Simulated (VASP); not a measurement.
# MgSe (Fm-3m) in VASP: further runs

MgSe is run at these levels: PBEsol; tasks: single point.

All numbers are computed with VASP 6.6.1; they aren't measurements. Logs are shortened: lines on timing, memory, paths and dates and some standing lists are left out, and cuts for length are marked.

**1. The cell of the first run**

Symmetry: Fm-3m, No. 225, cubic system. The conventional cell has a = 5.451 Å, b = 5.451 Å, c = 5.451 Å, α = 90.00°, β = 90.00°, γ = 90.00°. Within 3.6 Å of Mg (site symmetry m-3m) lie 6 Se at 2.73 Å. Se (site symmetry m-3m) has 6 Mg at 2.73 Å within 3.6 Å.

**2. Single point, PBEsol**

Contents of INCAR:

```
ALGO = Normal ; EDIFF = 1E-6
ENCUT = 600 ; GGA = PS
GGA_COMPAT = F ; ISIF = 2
ISMEAR = 0 ; LASPH = T
LCHARG = F ; LREAL = F
LWAVE = F ; NBANDS = 11
NELM = 120 ; PREC = Accurate
SIGMA = 0.01
```

Contents of KPOINTS:

```
k-points
0
Gamma
  6 6 6
```

Contents of POSCAR:

```
MgSe
1.0
    0.0000000000      2.7255000000      2.7255000000
    2.7255000000      0.0000000000      2.7255000000
    2.7255000000      2.7255000000      0.0000000000
Mg Se
1 1
Direct
    0.0000000000      0.0000000000      0.0000000000
    0.5000000000      0.5000000000      0.5000000000
```

Potentials or basis: VASP PAW PBE potentials, release 64 (Mg, Se).

The run is started by

```
cat potpaw_PBE.64/Mg/POTCAR potpaw_PBE.64/Se/POTCAR > POTCAR
mpirun -np 1 vasp_std > vasp.out
```

OUTCAR:

```text
EDIFF = 1E-6
   ENCUT = 600
   GGA = PS
   ISIF = 2
   ISMEAR = 0
   LASPH = T
   LREAL = F
   NELM = 120
   PREC = Accurate

 ion  position               nearest neighbor table
   1  0.000  0.000  0.000-   2 2.73   2 2.73   2 2.73   2 2.73   2 2.73   2 2.73
   2  0.500  0.500  0.500-   1 2.73   1 2.73   1 2.73   1 2.73   1 2.73   1 2.73

  LATTYP: Found a face centered cubic cell.
 ALAT       =     5.4510000000

  Lattice vectors:

 A1 = (   0.0000000000,   2.7255000000,   2.7255000000)
 A2 = (   2.7255000000,   0.0000000000,   2.7255000000)
 A3 = (   2.7255000000,   2.7255000000,   0.0000000000)

Analysis of symmetry for initial positions (statically):
=====================================================================
 Subroutine PRICEL returns:
 Original cell was already a primitive cell.

 Routine SETGRP: Setting up the symmetry group for a
 face centered cubic supercell.

 Subroutine GETGRP returns: Found 48 space group operations
 (whereof 48 operations were pure point group operations)
 out of a pool of 48 trial point group operations.

The static configuration has the point symmetry O_h .

Analysis of symmetry for dynamics (positions and initial velocities):
=====================================================================
 Subroutine PRICEL returns:
 Original cell was already a primitive cell.

 Routine SETGRP: Setting up the symmetry group for a
 face centered cubic supercell.

 Subroutine GETGRP returns: Found 48 space group operations
 (whereof 48 operations were pure point group operations)
 out of a pool of 48 trial point group operations.

The dynamic configuration has the point symmetry O_h .

 Subroutine INISYM returns: Found 48 space group operations
 (whereof 48 operations are pure point group operations),
 and found     1 'primitive' translations

----------------------------------------------------------------------------------------

                                     Primitive cell

  volume of cell :      40.4919

  direct lattice vectors                    reciprocal lattice vectors
     0.000000000  2.725500000  2.725500000    -0.183452578  0.183452578  0.183452578
     2.725500000  0.000000000  2.725500000     0.183452578 -0.183452578  0.183452578
     2.725500000  2.725500000  0.000000000     0.183452578  0.183452578 -0.183452578

  length of vectors
     3.854439064  3.854439064  3.854439064     0.317749185  0.317749185  0.317749185

  position of ions in fractional coordinates (direct lattice)
     0.000000000  0.000000000  0.000000000
     0.500000000  0.500000000  0.500000000

  ion indices of the primitive-cell ions
   primitive index   ion index
                 1           1
                 2           2

----------------------------------------------------------------------------------------

 KPOINTS: k-points

Automatic generation of k-mesh.
 Grid dimensions read from file:
 generate k-points for:    6    6    6

 Generating k-lattice:

  Cartesian coordinates                     Fractional coordinates (reciprocal lattice)
    -0.030575430  0.030575430  0.030575430     0.166666667  0.000000000  0.000000000
     0.030575430 -0.030575430  0.030575430     0.000000000  0.166666667  0.000000000
     0.030575430  0.030575430 -0.030575430     0.000000000  0.000000000  0.166666667

  Length of vectors
     0.052958198  0.052958198  0.052958198

  Shift w.r.t. Gamma in fractional coordinates (k-lattice)
     0.000000000  0.000000000  0.000000000

 Subroutine IBZKPT returns following result:
 ===========================================

 Found     16 irreducible k-points:

 Following reciprocal coordinates:
            Coordinates               Weight
  0.000000  0.000000  0.000000      1.000000
  0.166667  0.000000  0.000000      8.000000
  0.333333  0.000000  0.000000      8.000000
  0.500000  0.000000  0.000000      4.000000
  0.166667  0.166667  0.000000      6.000000
  0.333333  0.166667  0.000000     24.000000
[... 8 lines left out ...]
 -0.333333  0.333333  0.166667     24.000000
 -0.333333  0.500000  0.166667     12.000000
   k-points           NKPTS =     16   k-points in BZ     NKDIM =     16   number of bands    NBANDS=     11
   number of dos      NEDOS =    301   number of ions     NIONS =      2
   total plane-waves  NPLWV =  32768
   dimension x,y,z NGX =    32 NGY =   32 NGZ =   32
   dimension x,y,z NGXF=    64 NGYF=   64 NGZF=   64
   ions per type =               1   1
   NGX,Y,Z   is equivalent  to a cutoff of  13.80, 13.80, 13.80 a.u.
   NGXF,Y,Z  is equivalent  to a cutoff of  27.60, 27.60, 27.60 a.u.
 SYSTEM =  unknown system
   PREC   = accura    normal or accurate (medium, high low for compatibility)
   ISTART =      0    job   : 0-new  1-cont  2-samecut
   ICHARG =      2    charge: 1-file 2-atom 10-const
   ISPIN  =      1    spin polarized calculation?
   LNONCOLLINEAR =      F non collinear calculations
   LSORBIT =      F    spin-orbit coupling
   LASPH  =      T    aspherical Exc in radial PAW
   ENCUT  =  600.0 eV  44.10 Ry    6.64 a.u.   7.70  7.70  7.70*2*pi/ulx,y,z
   NELM   =    120;   NELMIN=  2; NELMDL= -5     # of ELM steps
   EDIFF  = 0.1E-05   stopping-criterion for ELM
   LREAL  =      F    real-space projection
   EDIFFG = 0.1E-04   stopping-criterion for IOM
   NSW    =      0    number of steps for IOM
   IBRION =     -1    ionic relax: 0-MD 1-quasi-New 2-CG
   NFREE  =      0    steps in history (QN), initial steepest desc. (CG)
   ISIF   =      2    stress and relaxation
   ISYM   =      2    0-nonsym 1-usesym 2-fastsym
   POTIM  = 0.5000    time-step for ionic-motion
   TEBEG  =    0.0;   TEEND  =   0.0 temperature during run
   PSTRESS=    0.0 pullay stress
   NELECT =       8.0000    total number of electrons
   NUPDOWN=      -1.0000    fix difference up-down
   EMIN   =  10.00;   EMAX   =-10.00  energy-range for DOS
   EFERMI =   0.00;   METHOD = LEGACY
   ISMEAR =     0;   SIGMA  =   0.01  broadening in eV -4-tet -1-fermi 0-gaus
   EFERMI_NEDOS =   21; number of points for ismear=-14 and -15
   IALGO  =     38    algorithm
   IMIX   =      4    mixing-type and parameters
     AMIX     =   0.40;   BMIX     =  1.00
     AMIX_MAG =   1.60;   BMIX_MAG =  1.00
  volume/ion in A,a.u.               =      20.25       136.63
  Fermi-wavevector in a.u.,A,eV,Ry     =   0.953488  1.801831 12.369596  0.909140
  Thomas-Fermi vector in A             =   2.082148
   LORBIT       =      0    0 simple, 1 ext, 2 COOP (PROOUT), +10 PAW based schemes
   GGA     = PS    functional components
   LHFCALC =     F    Hartree Fock is set to
   AEXX    =    0.0000 exact exchange contribution
   IVDW    =     0    specifies the selected vdW correction
   LEPSILON=     F    determine dielectric tensor
   LRPA    =     F    only Hartree local field effects (RPA)
 non-spin polarized calculation
 Gauss-broadening in eV      SIGMA  =   0.01
  energy-cutoff  :      600.00
  volume of cell :       40.49
 maximum number of plane-waves:      1363
   NGX = 15   NGY = 15   NGZ = 15

 number of electron       8.0000000 magnetization

 Free energy of the ion-electron system (eV)
  ---------------------------------------------------
  ext. energy  EPLUGINS =         0.00000000
  ---------------------------------------------------
  free energy    TOTEN  =        -8.10087348 eV

  energy without entropy =       -8.10087348  energy(sigma->0) =       -8.10087348

 E-fermi :   3.2499     XC(G=0):  -9.6190

 val. band max:        3.1475474493   @ k =   0.0000   0.0000   0.0000
 cond. band min:       4.9057030833   @ k =   0.5000   0.5000   0.0000
 fundamental gap:      1.7581556340
 Fermi energy:         3.2498920353

 k-point     1 :       0.0000    0.0000    0.0000
  band No.  band energies     occupation
      1      -9.8237      2.00000
      2       3.1475      2.00000
      3       3.1475      2.00000
      4       3.1475      2.00000
      5       5.6458      0.00000
      6      10.4770      0.00000
      7      10.4770      0.00000
      8      10.4770      0.00000
      9      13.0856      0.00000
     10      13.0856      0.00000
     11      13.9371      0.00000

 k-point     2 :       0.1667    0.0000    0.0000
  band No.  band energies     occupation
      1      -9.5907      2.00000
      2       1.2904      2.00000
      3       2.9765      2.00000
      4       2.9765      2.00000
      5       6.9524      0.00000
      6      10.1924      0.00000
      7      10.6670      0.00000
      8      10.6670      0.00000
      9      11.9861      0.00000
     10      11.9861      0.00000
     11      13.5751      0.00000

 k-point     3 :       0.3333    0.0000    0.0000
  band No.  band energies     occupation
      1      -9.0375      2.00000
      2      -0.9117      2.00000
      3       2.6843      2.00000
      4       2.6843      2.00000
      5       7.0442      0.00000
      6       9.6354      0.00000
      7       9.6354      0.00000
      8      11.7043      0.00000
      9      12.9627      0.00000
     10      13.8700      0.00000
     11      13.8700      0.00000

 k-point     4 :       0.5000    0.0000    0.0000
  band No.  band energies     occupation
      1      -8.6939      2.00000
      2      -1.8492      2.00000
      3       2.5570      2.00000
      4       2.5570      2.00000
      5       6.8510      0.00000
      6       9.1858      0.00000
      7       9.1858      0.00000
      8      11.7390      0.00000
      9      14.4631      0.00000
     10      16.9299      0.00000
     11      16.9299      0.00000
[... 127 lines left out ...]
 k-point    14 :       0.5000    0.3333    0.1667
  band No.  band energies     occupation
      1      -8.6628      2.00000
      2      -0.7384      2.00000
      3       0.8251      2.00000
      4       1.8162      2.00000
      5       7.5155      0.00000
      6       9.2417      0.00000
      7       9.5813      0.00000
      8      12.3011      0.00000
      9      13.9366      0.00000
     10      16.4100      0.00000
     11      17.3766      0.00000

 k-point    15 :      -0.3333    0.3333    0.1667
  band No.  band energies     occupation
      1      -8.4306      2.00000
      2      -0.9473      2.00000
      3       0.2986      2.00000
      4       1.4270      2.00000
      5       7.6682      0.00000
      6       9.0447      0.00000
      7      11.3800      0.00000
      8      11.4024      0.00000
      9      14.0912      0.00000
     10      15.6464      0.00000
     11      18.2590      0.00000

 k-point    16 :      -0.3333    0.5000    0.1667
  band No.  band energies     occupation
      1      -8.3419      2.00000
      2      -0.7333      2.00000
      3       0.4305      2.00000
      4       0.7253      2.00000
      5       6.7002      0.00000
      6       8.8440      0.00000
      7      11.2875      0.00000
      8      12.5408      0.00000
      9      15.6679      0.00000
     10      16.9465      0.00000
     11      17.7163      0.00000

------------------------ aborting loop because EDIFF is reached ----------------------------------------

  FORCE on cell =-STRESS in cart. coord.  units (eV):
  Direction    XX          YY          ZZ          XY          YZ          ZX
  --------------------------------------------------------------------------------------
  -------------------------------------------------------------------------------------
  Total       -0.0168185     -0.0168185     -0.0168185      0.0000000      0.0000000     -0.0000000
  in kB       -0.6654714     -0.6654714     -0.6654714      0.0000000      0.0000000     -0.0000000
  external PRESSURE =      -0.6654714 kB  Pullay stress =       0.0000000 kB

 VOLUME and BASIS-vectors are now :
 -----------------------------------------------------------------------------
  energy-cutoff  :      600.00
  volume of cell :       40.49
      direct lattice vectors                 reciprocal lattice vectors
     0.000000000  2.725500000  2.725500000    -0.183452578  0.183452578  0.183452578
     2.725500000  0.000000000  2.725500000     0.183452578 -0.183452578  0.183452578
     2.725500000  2.725500000  0.000000000     0.183452578  0.183452578 -0.183452578

 POSITION                                       TOTAL-FORCE (eV/Angst)
 -----------------------------------------------------------------------------------
      0.00000      0.00000      0.00000        -0.000000      0.000000      0.000000
      2.72550      2.72550      2.72550         0.000000     -0.000000     -0.000000
 -----------------------------------------------------------------------------------
    total drift:                               -0.000000     -0.000000      0.000000

  FREE ENERGIE OF THE ION-ELECTRON SYSTEM (eV)
  ---------------------------------------------------
  free  energy   TOTEN  =        -8.1008734758 eV

  energy  without entropy=       -8.1008734758  energy(sigma->0) =       -8.10087348
```

It took 9.4 s on 1 thread of Intel Xeon Platinum 8375C at 2.90GHz (Ice Lake), shared host; peak memory 0.17 GiB.

What came out:

| Item | Value |
| --- | --- |
| Free energy | -8.1009 eV |
| Pressure | -0.1 GPa |
| Band gap on the k mesh | 1.76 eV, indirect (least direct gap 2.50 eV) |

Levels at points of the mesh, in eV from the valence-band top:
```csv
k point,band 1,band 2,band 3,band 4,band 5,band 6,band 7,band 8,band 9
"(0.00, 0.00, 0.00)",-12.97,0.00,0.00,0.00,2.50,7.33,7.33,7.33,9.94
"(0.50, 0.00, 0.00)",-11.84,-5.00,-0.59,-0.59,3.70,6.04,6.04,8.59,11.32
"(0.50, 0.50, 0.00)",-11.52,-4.32,-1.81,-1.81,1.76,3.84,11.64,12.11,12.11
```

Caveat: the PAW data sets were made with another functional, which shifts forces and pressure a little. A k mesh can miss the band edges.

(Continued in part 2 of 2.)
